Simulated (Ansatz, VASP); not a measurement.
# SnO: VASP and Ansatz over several settings

```
Sn O
1.0
     3.81370    0.00000    0.00000
     0.00000    3.81370    0.00000
     0.00000    0.00000    4.88691
Sn O
2 2
Direct
  0.50000 0.00000 0.76463
  0.00000 0.50000 0.23537
  0.00000 0.00000 0.00000
  0.50000 0.50000 0.00000
```

Single points on this cell with VASP 6.6.1 and Ansatz 0.2.0. Each row is one pair of runs. Alike in all rows: spin: off; k mesh: 7 × 7 × 6.

```tsv
level	smearing	VASP's potentials, cutoff	Ansatz's potentials, cutoff	gap on the k mesh at the Fermi level (eV), VASP	gap on the k mesh at the Fermi level (eV), Ansatz	least direct gap on the mesh (eV), VASP	least direct gap on the mesh (eV), Ansatz	rms of the force components (eV/Å), VASP	rms of the force components (eV/Å), Ansatz
PBE	gaussian, width 0.021 eV	VASP PAW PBE potentials, release 64 (Sn_d, O_h), 910 eV	Ansatz PAW, 420 eV	0.39	0.37	2.05	2.07	0.183	0.151
PBE	gaussian, width 0.016 eV	VASP PAW PBE potentials, release 64 (Sn_d, O_h), 910 eV	Ansatz PAW, 420 eV	0.39	0.37	2.05	2.07	0.183	0.151
PBE	gaussian, width 0.028 eV	VASP PAW PBE potentials, release 64 (Sn_d, O_h), 910 eV	Ansatz PAW, 420 eV	?	0.37	?	2.07	?	0.151
PBE	gaussian, width 0.019 eV	VASP PAW PBE potentials, release 64 (Sn_d, O_h), 910 eV	Ansatz PAW, 420 eV	0.39	0.37	2.05	2.07	0.183	0.151
r2SCAN+rVV10	fermi-dirac, width 0.05 eV	VASP PAW PBE potentials, release 64 (Sn_d, O), 660 eV	Ansatz PAW, 500 eV	0.47	0.47	2.34	2.38	0.012	0.046
PBE	gaussian, width 0.027 eV	VASP PAW PBE potentials, release 64 (Sn_d, O_h), 910 eV	Ansatz PAW, 420 eV	0.39	0.37	2.05	2.07	0.183	0.151
BLYP	fermi-dirac, width 0.05 eV	VASP PAW PBE potentials, release 64 (Sn_d, O), 520 eV	Ansatz PAW, 420 eV	0.58	0.59	2.20	2.24	0.265	0.221
SVWN5	fermi-dirac, width 0.05 eV	VASP PAW PBE potentials, release 64 (Sn_d, O), 520 eV	Ansatz PAW, 420 eV	0.47	0.46	1.98	2.01	0.063	0.099
```

Fill in what VASP gave in row 3.

gap on the k mesh at the Fermi level (eV): 0.39; least direct gap on the mesh (eV): 2.05; rms of the force components (eV/Å): 0.183.

Noted on VASP's runs: the cutoff is short for stress, so the pressure is rough. Noted on Ansatz's runs: odd divisions of the mesh miss points on the zone boundary, where band edges often lie, so the gap on the mesh can be too wide.
